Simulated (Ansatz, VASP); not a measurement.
**Al3Cl in VASP and in Ansatz**

Contents of INCAR:

```
PREC = Accurate
ENCUT = 600
EDIFF = 1E-6
ISMEAR = 0
SIGMA = 0.1
LREAL = F
LASPH = T
NELM = 100
ALGO = Normal
ISIF = 3
LWAVE = F
LCHARG = F
GGA = PE
IBRION = 2
NSW = 100
EDIFFG = -0.01
```

File KPOINTS:

```
regular mesh
0
Gamma
  12 12 12
```

Contents of POSCAR:

```
Al3Cl
1.0
    3.0519878873      1.7620660283      2.5281657958
   -3.0519878873      1.7620660283      2.5281657958
    0.0000000000     -3.5241320565      2.5281657958
Al Cl
3 1
Direct
    0.5000000000      0.5000000000      0.0000000000
    0.0000000000      0.5000000000      0.5000000000
    0.5000000000      0.0000000000      0.5000000000
    0.0000000000      0.0000000000      0.0000000000
```

Input for Ansatz:

```yaml
crystal:
  lattice:
    - [3.0519878873, 1.7620660283, 2.5281657958]
    - [-3.0519878873, 1.7620660283, 2.5281657958]
    - [0.0, -3.5241320565, 2.5281657958]
  atoms:
    - { symbol: Al, position: [0.5, 0.5, 0.0] }
    - { symbol: Al, position: [0.0, 0.5, 0.5] }
    - { symbol: Al, position: [0.5, 0.0, 0.5] }
    - { symbol: Cl, position: [0.0, 0.0, 0.0] }
basis:
  ecutwfc: 420
kpoints:
  mp_grid: { grid: [12, 12, 12] }
hamiltonian:
  xc: pbe
scf:
  occupations: { method: gaussian, width: 0.1 }
output:
  forces: true
  stress: true
  eigenvalues: true
  write_density: true
  write_potential: true
  elf: true
  volumetric_format: npy
relax:
  adjacent_minimum: "off"
  f_tol: 0.01
  max_steps: 80
  cell: { stress_tol: 0.05 }
```

Alike in both runs: task relaxation of cell and atoms; functional PBE; k mesh 12 × 12 × 12; occupations gaussian, width 0.1 eV; no spin polarisation.

|  | VASP | Ansatz |
| --- | --- | --- |
| version | VASP 6.6.1 | Ansatz 0.2.0 |
| potentials or method | VASP PAW PBE potentials, release 64 (Al, Cl), cutoff 600 eV | scalar-relativistic, plane waves, PAW |
| valence electrons in the cell | 16 | 16 |

Ansatz gave:

| Quantity | Value |
| --- | --- |
| gap on the k mesh at the Fermi level, each at its own relaxed structure (eV) | none |
| relaxed volume (Å³/atom) | 20.44 |
| relaxed length of the cell vector where the two differ most in proportion (Å) | 4.340 |

**Question.** Which values does VASP return?

**Answer.** gap on the k mesh at the Fermi level, each at its own relaxed structure (eV): none; relaxed volume (Å³/atom): 20.47; relaxed length of the cell vector where the two differ most in proportion (Å): 4.342.

A gap of «none» marks a metal or a gap that the smearing closes.
